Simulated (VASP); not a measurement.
# I (Fm-3m) in VASP: a series of runs, part 2 of 2

VASP 6.6.1. Earlier steps stand in the parts before.

## 3. Single point, PBE (35.04 Å³/atom)

Input file POSCAR:

```
I
1.0
    0.0000000000      2.5972562822      2.5972562822
    2.5972562822      0.0000000000      2.5972562822
    2.5972562822      2.5972562822      0.0000000000
I
1
Direct
    0.0000000000      0.0000000000      0.0000000000
```

Input file INCAR.step1:

```
SYSTEM = I
ALGO = Normal
EDIFF = 1E-6
ENCUT = 520
GGA = PE
ISIF = 2
ISMEAR = -1
LASPH = .TRUE.
LCHARG = .TRUE.
LREAL = .FALSE.
LWAVE = .FALSE.
NBANDS = 10
NELM = 80
PREC = Accurate
SIGMA = 0.05
```

Input file KPOINTS.step1:

```
k-points
0
G
  14 14 14
  0 0 0
```

Input file INCAR.step2:

```
SYSTEM = I
ALGO = Normal
EDIFF = 1E-6
ENCUT = 520
GGA = PE
ICHARG = 11
ISIF = 2
ISMEAR = -5
LASPH = .TRUE.
LCHARG = .FALSE.
LORBIT = 11
LREAL = .FALSE.
LWAVE = .FALSE.
NEDOS = 2001
NELM = 80
PREC = Accurate
SIGMA = 0.05
```

Input file KPOINTS.step2:

```
k-points
0
G
  21 21 21
  0 0 0
```

Potentials or basis: VASP PAW PBE potentials, release 64 (I).

Started as:

```sh
cat potpaw_PBE.64/I/POTCAR > POTCAR
cp INCAR.step1 INCAR
cp KPOINTS.step1 KPOINTS
mpirun -np 1 vasp_std > vasp.out
cp INCAR.step2 INCAR
cp KPOINTS.step2 KPOINTS
mpirun -np 1 vasp_std > vasp.out
```

OUTCAR:

```text
SYSTEM = I
   EDIFF = 1E-6
   ENCUT = 520
   GGA = PE
   ICHARG = 11
   ISIF = 2
   ISMEAR = -5
   LASPH = .TRUE.
   LORBIT = 11
   LREAL = .FALSE.
   NELM = 80
   PREC = Accurate

 ion  position               nearest neighbor table
   1  0.000  0.000  0.000-

  LATTYP: Found a face centered cubic cell.
 ALAT       =     5.1945125644

  Lattice vectors:

 A1 = (   0.0000000000,   2.5972562822,   2.5972562822)
 A2 = (   2.5972562822,   0.0000000000,   2.5972562822)
 A3 = (   2.5972562822,   2.5972562822,   0.0000000000)

Analysis of symmetry for initial positions (statically):
=====================================================================
 Subroutine PRICEL returns:
 Original cell was already a primitive cell.

 Routine SETGRP: Setting up the symmetry group for a
 face centered cubic supercell.

 Subroutine GETGRP returns: Found 48 space group operations
 (whereof 48 operations were pure point group operations)
 out of a pool of 48 trial point group operations.

The static configuration has the point symmetry O_h .

Analysis of symmetry for dynamics (positions and initial velocities):
=====================================================================
 Subroutine PRICEL returns:
 Original cell was already a primitive cell.

 Routine SETGRP: Setting up the symmetry group for a
 face centered cubic supercell.

 Subroutine GETGRP returns: Found 48 space group operations
 (whereof 48 operations were pure point group operations)
 out of a pool of 48 trial point group operations.

The dynamic configuration has the point symmetry O_h .

 Subroutine INISYM returns: Found 48 space group operations
 (whereof 48 operations are pure point group operations),
 and found     1 'primitive' translations
[... 107 lines left out ...]
   NUPDOWN=      -1.0000    fix difference up-down
   EMIN   =  10.00;   EMAX   =-10.00  energy-range for DOS
   EFERMI =   0.00;   METHOD = LEGACY
   ISMEAR =    -5;   SIGMA  =   0.05  broadening in eV -4-tet -1-fermi 0-gaus
   EFERMI_NEDOS =   21; number of points for ismear=-14 and -15
   IALGO  =     38    algorithm
   IMIX   =      4    mixing-type and parameters
     AMIX     =   0.40;   BMIX     =  1.00
     AMIX_MAG =   1.60;   BMIX_MAG =  1.00
  volume/ion in A,a.u.               =      35.04       236.47
  Fermi-wavevector in a.u.,A,eV,Ry     =   0.957009  1.808485 12.461118  0.915866
  Thomas-Fermi vector in A             =   2.085989
   LORBIT       =     11    0 simple, 1 ext, 2 COOP (PROOUT), +10 PAW based schemes
   GGA     = PE    functional components
   LHFCALC =     F    Hartree Fock is set to
   AEXX    =    0.0000 exact exchange contribution
   IVDW    =     0    specifies the selected vdW correction
   LEPSILON=     F    determine dielectric tensor
   LRPA    =     F    only Hartree local field effects (RPA)
 non-spin polarized calculation
 Fermi weights with tetrahedron method with Bloechl corrections
  energy-cutoff  :      520.00
  volume of cell :       35.04
 maximum number of plane-waves:       956

 number of electron       6.9999999 magnetization

 Free energy of the ion-electron system (eV)
  ---------------------------------------------------
  ext. energy  EPLUGINS =         0.00000000
  ---------------------------------------------------
  free energy    TOTEN  =        -1.03844450 eV

  energy without entropy =       -1.03844450  energy(sigma->0) =       -1.03844450

 E-fermi :   4.4610     XC(G=0):  -9.1128

 val. band max:        4.4750136208   @ k =  -0.0952   0.0476   0.0000
 cond. band min:       4.4435531986   @ k =   0.3333   0.1429   0.0000
 fundamental gap:     -0.0314604221
 Fermi energy:         4.4609577799

 k-point     1 :       0.0000    0.0000    0.0000
  band No.  band energies     occupation
      1      -8.9417      2.00000
      2       5.4593      0.00000
      3       5.4593      0.00000
      4       5.4593      0.00000
      5      11.6416      0.00000
      6      14.1179      0.00000
      7      14.1179      0.00000
[... 221 lines left out ...]
 k-point    24 :      -0.3810    0.0476    0.0000
  band No.  band energies     occupation
      1      -7.6933      2.00000
      2       0.4270      2.00000
      3       4.5950      0.24471
      4       4.8378      0.00000
      5      11.2782      0.00000
      6      13.5525      0.00000
      7      13.7490      0.00000

 [... further k-points ...]
[... 5 lines left out ...]
  --------------------------------------------------------------------------------------
  -------------------------------------------------------------------------------------
  Total       -0.0221425     -0.0221425     -0.0221425      0.0000000      0.0000000      0.0000000
  in kB       -1.0124227     -1.0124227     -1.0124227      0.0000000      0.0000000      0.0000000
  external PRESSURE =      -1.0124227 kB  Pullay stress =       0.0000000 kB

 VOLUME and BASIS-vectors are now :
 -----------------------------------------------------------------------------
  energy-cutoff  :      520.00
  volume of cell :       35.04
      direct lattice vectors                 reciprocal lattice vectors
     0.000000000  2.597256282  2.597256282    -0.192510844  0.192510844  0.192510844
     2.597256282  0.000000000  2.597256282     0.192510844 -0.192510844  0.192510844
     2.597256282  2.597256282  0.000000000     0.192510844  0.192510844 -0.192510844

 POSITION                                       TOTAL-FORCE (eV/Angst)
 -----------------------------------------------------------------------------------
      0.00000      0.00000      0.00000         0.000000      0.000000      0.000000
 -----------------------------------------------------------------------------------
    total drift:                                0.000000      0.000000      0.000000

  FREE ENERGIE OF THE ION-ELECTRON SYSTEM (eV)
  ---------------------------------------------------
  free  energy   TOTEN  =        -1.0384445038 eV

  energy  without entropy=       -1.0384445038  energy(sigma->0) =       -1.03844450

 total charge

# of ion       s       p       d       tot
------------------------------------------
    1        1.547   2.584   0.022   4.152
```

OUTCAR.step1:

```text
SYSTEM = I
   EDIFF = 1E-6
   ENCUT = 520
   GGA = PE
   ISIF = 2
   ISMEAR = -1
   LASPH = .TRUE.
[... 526 lines left out ...]

 POSITION                                       TOTAL-FORCE (eV/Angst)
 -----------------------------------------------------------------------------------
      0.00000      0.00000      0.00000         0.000000      0.000000     -0.000000
 -----------------------------------------------------------------------------------
    total drift:                                0.000000      0.000000      0.000000

  FREE ENERGIE OF THE ION-ELECTRON SYSTEM (eV)
  ---------------------------------------------------
  free  energy   TOTEN  =        -1.0442594692 eV

  energy  without entropy=       -1.0307693236  energy(sigma->0) =       -1.03751440
```

Run time: 69 s. Hardware: 1 thread of Intel Xeon Platinum 8259CL at 2.50GHz (Skylake/Cascade Lake), shared host; peak memory 0.2 GiB.

Results:

```yaml
Valence_electrons_inside_the_program's_atomic_spheres: I 4.15
```

Caveat: spin-orbit coupling is left out, which moves the levels of the heavy elements; an odd number of electrons without spin polarisation forces a metal; a magnetic or distorted state may lie lower; tetrahedron occupations give inexact forces and stress in metals.
